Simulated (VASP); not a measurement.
Here is a VASP 6.6.1 calculation.

INCAR

```
SYSTEM = Ta
PREC     = Accurate       ! precision mode
ENCUT    = 520            ! plane-wave cutoff, eV
EDIFF    = 1E-6           ! SCF threshold, eV
ISMEAR   = -1             ! smearing method
SIGMA    = 0.05           ! smearing width, eV
LREAL    = .False.        ! projectors in reciprocal space
LASPH    = .True.         ! aspherical terms in the spheres
NELM     = 80             ! most SCF steps
ALGO     = Normal         ! electronic algorithm
ISIF     = 2              ! what is computed and relaxed
LWAVE    = .False.        ! write WAVECAR
LCHARG   = .True.         ! write CHGCAR
GGA      = PE             ! functional
LELF     = .True.         ! ELF
LVHAR    = .True.       
NBANDS   = 12             ! bands
```

KPOINTS

```
regular mesh
0
Gamma
  16 16 16
  0 0 0
```

POSCAR

```
Ta
1.0
   -1.6546414070      1.6546414070      1.6546414070
    1.6546414070     -1.6546414070      1.6546414070
    1.6546414070      1.6546414070     -1.6546414070
Ta
1
Direct
    0.0000000000      0.0000000000      0.0000000000
```

Potentials or basis: VASP PAW PBE potentials, release 64 (Ta_pv).

The run is started by

```console
$ cat potpaw_PBE.64/Ta_pv/POTCAR > POTCAR
$ mpirun -np 1 vasp_std > vasp.out
```

Q: What does it give for the pressure?

A: 2.2 GPa.
